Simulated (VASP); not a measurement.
Write the native input for VASP 6.6.1 that does the following.

| Property | Result |
| --- | --- |
| Task | relaxation of cell and atoms |
| Functional | RPBE |
| Potentials or basis | VASP PAW PBE potentials, release 64 (Ge_d) |
| Cutoff | 600 eV |
| k mesh | 3 × 3 × 3 |
| Occupations | fermi-dirac, width 0.05 eV |
| Spin | no spin polarisation |
| Dipole correction | no |
| Further INCAR settings | ALGO = Normal; EDIFF = 1e-06; IBRION = 2; EDIFFG = -0.01; NSW = 80; ISIF = 3 |

The structure of Ge lies in POSCAR:

```
Ge
1.0
    5.9300000000      0.0000000000      0.0000000000
    0.0000000000      5.9300000000      0.0000000000
    0.0000000000      0.0000000000      6.9800000000
Ge
12
Direct
    0.0912000000      0.0912000000      0.0000000000
    0.4088000000      0.5912000000      0.7500000000
    0.9088000000      0.9088000000      0.5000000000
    0.5912000000      0.4088000000      0.2500000000
    0.1730000000      0.3784000000      0.2486000000
    0.1216000000      0.6730000000      0.9986000000
    0.8270000000      0.6216000000      0.7486000000
    0.8784000000      0.3270000000      0.4986000000
    0.6730000000      0.1216000000      0.0014000000
    0.6216000000      0.8270000000      0.2514000000
    0.3270000000      0.8784000000      0.5014000000
    0.3784000000      0.1730000000      0.7514000000
```

One way to write it, as run:

INCAR

```
SYSTEM = Ge
PREC = Accurate ; ENCUT = 600
EDIFF = 1E-6 ; ISMEAR = -1
SIGMA = 0.05 ; LREAL = .FALSE.
LASPH = .TRUE. ; NELM = 60
ALGO = Normal ; ISIF = 3
LWAVE = .FALSE. ; LCHARG = .FALSE.
GGA = RP ; IBRION = 2
NSW = 80 ; EDIFFG = -0.01
```

KPOINTS

```
regular mesh
0
G
  3 3 3
  0 0 0
```

Potentials or basis: VASP PAW PBE potentials, release 64 (Ge_d).

The run is started by

```bash
$ cat potpaw_PBE.64/Ge_d/POTCAR > POTCAR
$ mpirun -np 1 vasp_std > vasp.out
```

It gave:

```
Relaxed volume                        : 22.15 Å³/atom
Relaxed cell                          : a = 6.055 Å, b = 6.055 Å, c = 7.250 Å, α = 90.00°, β = 90.00°, γ = 90.00°
Space group after relaxing (to 0.1 Å) : P4_32_12 (No. 96)
Energy gained by relaxing             : 32.7 meV/atom
Ionic steps                           : 13
Pressure after relaxing               : 0.0 GPa
Largest force after relaxing          : 0.007 eV/Å
Band gap on the k mesh                : 0.34 eV
```

Caveat: semilocal functionals underestimate gaps, and a narrow one can read as zero; the PAW data sets were made with another functional, which shifts forces and pressure a little.

It took 19 min on 1 thread of Intel(R) Xeon(R) 6975P-C (Granite Rapids), with other jobs on the host, peak memory 0.42 GiB.
